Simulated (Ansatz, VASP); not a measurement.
Ni in VASP and in Ansatz

The input INCAR:

```
SYSTEM = Ni
PREC = Accurate
ENCUT = 520
EDIFF = 1E-7
ISMEAR = -1
SIGMA = 0.05
LREAL = .False.
LASPH = .True.
NELM = 150
ALGO = Normal
ISIF = 2
LWAVE = .False.
LCHARG = .False.
ISPIN = 2
MAGMOM = 1
LORBIT = 11
LMAXMIX = 4
GGA = PE
NBANDS = 15
```

The input KPOINTS:

```
Automatic mesh
0
Gamma
  11 11 11
  0 0 0
```

Contents of POSCAR:

```
Ni
1.0
    0.0000000000      1.7375729330      1.7375729330
    1.7375729330      0.0000000000      1.7375729330
    1.7375729330      1.7375729330      0.0000000000
Ni
1
Direct
    0.0000000000      0.0000000000      0.0000000000
```

input.yaml

```yaml
crystal:
  lattice:
    - [0.0, 1.737572933, 1.737572933]
    - [1.737572933, 0.0, 1.737572933]
    - [1.737572933, 1.737572933, 0.0]
  atoms:
    - { symbol: Ni, position: [0.0, 0.0, 0.0], spin: 1.0 }
hamiltonian:
  xc: pbe
  pseudopotentials: { kind: paw }
magnetization:
  spin_polarized: true
kpoints:
  mp_grid: { grid: [11, 11, 11] }
  band_path:
    path:
      - [[0.0, 0.0, 0.0], [0.5, 0.0, 0.5], [0.5, 0.25, 0.75], [0.375, 0.375, 0.75], [0.0, 0.0, 0.0], [0.5, 0.5, 0.5], [0.625, 0.25, 0.625], [0.5, 0.25, 0.75], [0.5, 0.5, 0.5], [0.375, 0.375, 0.75]]
      - [[0.625, 0.25, 0.625], [0.5, 0.0, 0.5]]
    npoints: 14
scf:
  occupations: { method: fermi_dirac, width: 0.05 }
  n_extra_bands: 6
output:
  forces: true
  stress: true
  eigenvalues: true
  fatbands: false
```

Alike in both runs: functional PBE; k mesh 11 × 11 × 11; occupations fermi-dirac, width 0.05 eV; collinear spin.

```csv
,VASP,Ansatz
version,VASP 6.6.1,Ansatz 0.2.0
potentials or method,"VASP PAW PBE potentials, release 64 (Ni)",Ansatz PAW
plane-wave cutoff (eV),520,420
valence electrons in the cell,10,18
task,single point,band structure
```

VASP gave:

| Quantity | Value |
| --- | --- |
| gap on the k mesh at the Fermi level (eV) | none |
| pressure (GPa) | 7.6 |
| net moment per atom (μB) | 0.57 |
| size of the moment on the site where the two differ most (μB) | 0.58 |

Which values does Ansatz return?

gap on the k mesh at the Fermi level (eV): none; pressure (GPa): 7.8; net moment per atom (μB): 0.58; size of the moment on the site where the two differ most (μB): 0.61.

Site moments also hang on the region over which each program counts them. A gap of «none» marks a metal or a gap that the smearing closes. VASP's potentials hold 10 valence electrons a cell and Ansatz's 18, so a difference there can come from the potentials and not from the codes.
